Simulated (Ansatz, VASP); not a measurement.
One calculation of BaTiO3, two programs

The input INCAR:

```
SYSTEM = BaTiO3
ALGO = Normal ; EDIFF = 1E-6
ENCUT = 520 ; GGA = PE
ISIF = 2 ; ISMEAR = 0
LASPH = .TRUE. ; LCHARG = .FALSE.
LREAL = .FALSE. ; LWAVE = .FALSE.
NBANDS = 28 ; NELM = 60
PREC = Accurate ; SIGMA = 0.01
```

The input KPOINTS:

```
k-points
0
G
  8 8 8
  0 0 0
```

The input POSCAR:

```
BaTiO3
1.0
    3.9998000000      0.0000000000      0.0000000000
    0.0000000000      3.9998000000      0.0000000000
    0.0000000000      0.0000000000      4.0180000000
Ba Ti O
1 1 3
Direct
    0.0000000000      0.0000000000      0.0000000000
    0.5000000000      0.5000000000      0.4900000000
    0.5000000000      0.5000000000      0.0190000000
    0.5000000000      0.0000000000      0.5170000000
    0.0000000000      0.5000000000      0.5170000000
```

Input for Ansatz:

```yaml
crystal:
  lattice:
    - [3.9998, 0.0, 0.0]
    - [0.0, 3.9998, 0.0]
    - [0.0, 0.0, 4.018]
  atoms:
    - { symbol: Ba, position: [0.0, 0.0, 0.0] }
    - { symbol: Ti, position: [0.5, 0.5, 0.49] }
    - { symbol: O, position: [0.5, 0.5, 0.019] }
    - { symbol: O, position: [0.5, 0.0, 0.517] }
    - { symbol: O, position: [0.0, 0.5, 0.517] }
scf:
  occupations: { method: fixed }
output:
  eigenvalues: true
  optics:
    e_range: [0, 30]
    de: 0.04
    sigma: 0.05
    bands: { spectra_wanted_up_to: 30 }
    nscf_kmesh: { grid: [16, 16, 16] }
    scissors: 0.0
  write_density: true
  write_potential: true
  elf: true
  volumetric_format: npy
hamiltonian:
  xc: pbe
kpoints:
  mp_grid: { grid: [8, 8, 8] }
```

Alike in both runs: task single point; functional PBE; k mesh 8 × 8 × 8; no spin polarisation.

|  | VASP | Ansatz |
| --- | --- | --- |
| version | VASP 6.6.1 | Ansatz 0.2.0 |
| potentials or method | VASP PAW PBE potentials, release 64 (Ba_sv, Ti_sv, O) | scalar-relativistic, plane waves, PAW |
| plane-wave cutoff (eV) | 520 | 420 |
| occupations | gaussian, width 0.01 eV | fixed |
| valence electrons in the cell | 40 | 40 |

|  | VASP | Ansatz | Ansatz less VASP |
| --- | --- | --- | --- |
| gap on the k mesh at the Fermi level (eV) | 1.77 | 1.84 | +0.065 |
| least direct gap on the mesh (eV) | 2.06 | 2.09 | +0.026 |

Spin-orbit coupling is off throughout.
